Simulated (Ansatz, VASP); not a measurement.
**Two plane-wave programs on ZnHgO2**

Contents of INCAR:

```
SYSTEM = ZnHgO2
PREC = Accurate
ENCUT = 600
EDIFF = 1E-6
ISMEAR = -1
SIGMA = 0.05
LREAL = .FALSE.
LASPH = .TRUE.
NELM = 120
ALGO = Normal
ISIF = 2
LWAVE = .FALSE.
LCHARG = .FALSE.
GGA = PE
NBANDS = 30
GGA_COMPAT = .FALSE.
```

The input KPOINTS:

```
Automatic mesh
0
G
  5 5 6
  0 0 0
```

Contents of POSCAR:

```
ZnHgO2
1.0
    4.0092200000      0.0000000000      0.0000000000
    0.0000000000      4.0092200000      0.0000000000
    0.0000000000      0.0000000000      3.3045900000
Zn Hg O
1 1 2
Direct
    0.0000000000      0.0000000000      0.0000000000
    0.5000000000      0.5000000000      0.5000000000
    0.5000000000      0.0000000000      0.0000000000
    0.0000000000      0.5000000000      0.0000000000
```

input.yaml

```yaml
crystal:
  lattice:
    - [4.00922, 0.0, 0.0]
    - [0.0, 4.00922, 0.0]
    - [0.0, 0.0, 3.30459]
  atoms:
    - { symbol: Zn, position: [0.0, 0.0, 0.0] }
    - { symbol: Hg, position: [0.5, 0.5, 0.5] }
    - { symbol: O, position: [0.5, 0.0, 0.0] }
    - { symbol: O, position: [0.0, 0.5, 0.0] }
hamiltonian:
  xc: pbe
  pseudopotentials: { kind: paw }
kpoints:
  mp_grid: { grid: [5, 5, 6] }
scf:
  occupations: { method: fermi_dirac, width: 0.05 }
output:
  forces: true
  stress: true
  eigenvalues: true
```

Alike in both runs: task single point; functional PBE; k mesh 5 × 5 × 6; occupations fermi-dirac, width 0.05 eV; no spin polarisation.

|  | VASP | Ansatz |
| --- | --- | --- |
| version | VASP 6.6.1 | Ansatz 0.2.0 |
| potentials or method | VASP PAW PBE potentials, release 64 (Zn, Hg_sv_GW, O) | Ansatz PAW |
| plane-wave cutoff (eV) | 600 | 420 |
| valence electrons in the cell | 44 | 44 |

```tsv
	VASP	Ansatz	Ansatz less VASP
gap on the k mesh at the Fermi level (eV)	none	none	-
pressure (GPa)	0.4	0.1	-0.31
traceless stress, the component that is largest in VASP (GPa)	-0.51	-0.02	+0.492
```

A gap of «none» marks a metal or a gap that the smearing closes.

Spin-orbit coupling is off throughout.
